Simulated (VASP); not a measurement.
Here is a VASP 6.6.1 calculation.

Contents of INCAR:

```
SYSTEM = Sn5As3
PREC = Accurate
ENCUT = 520
EDIFF = 1E-6
ISMEAR = 0
SIGMA = 0.2
LREAL = Auto
LASPH = .TRUE.
NELM = 100
ALGO = Fast
ISIF = 2
LWAVE = .FALSE.
LCHARG = .TRUE.
GGA = PE
LELF = .TRUE.
LVHAR = .TRUE.
NBANDS = 99
```

The input KPOINTS:

```
Automatic mesh
0
G
  2 2 3
  0 0 0
```

The input POSCAR:

```
Sn5As3
1.0
    8.6949973313      0.0000000000      0.0000000000
   -4.3474986657      7.5300885748      0.0000000000
    0.0000000000      0.0000000000      6.3973609985
Sn As
10 6
Direct
    0.2687169824      0.0000000000      0.2500000000
    0.0000000000      0.2687169824      0.2500000000
    0.7312830176      0.7312830176      0.2500000000
    0.3333333333      0.6666666667      0.0000000000
    0.3333333333      0.6666666667      0.5000000000
    0.2687169824      0.2687169824      0.7500000000
    0.7312830176      0.0000000000      0.7500000000
    0.0000000000      0.7312830176      0.7500000000
    0.6666666667      0.3333333333      0.5000000000
    0.6666666667      0.3333333333      0.0000000000
    0.3749007884      0.3749007884      0.2500000000
    0.0000000000      0.6250992116      0.2500000000
    0.6250992116      0.0000000000      0.2500000000
    0.0000000000      0.3749007884      0.7500000000
    0.3749007884      0.0000000000      0.7500000000
    0.6250992116      0.6250992116      0.7500000000
```

Potentials or basis: VASP PAW PBE potentials, release 64 (Sn_d, As).

Run with:

```sh
$ cat potpaw_PBE.64/Sn_d/POTCAR potpaw_PBE.64/As/POTCAR > POTCAR
$ mpirun -np 1 vasp_std > vasp.out
```

Q: Estimate the largest force.

A: 0.041 eV/Å.

Q: What does it give for the pressure?

A: 0.1 GPa.

Stress tensor (GPa, compression positive):
```
0.17 0.00 0.00
0.00 0.17 0.00
0.00 0.00 0.01
```

Caveat: the k points lie up to 0.42 Å⁻¹ apart.
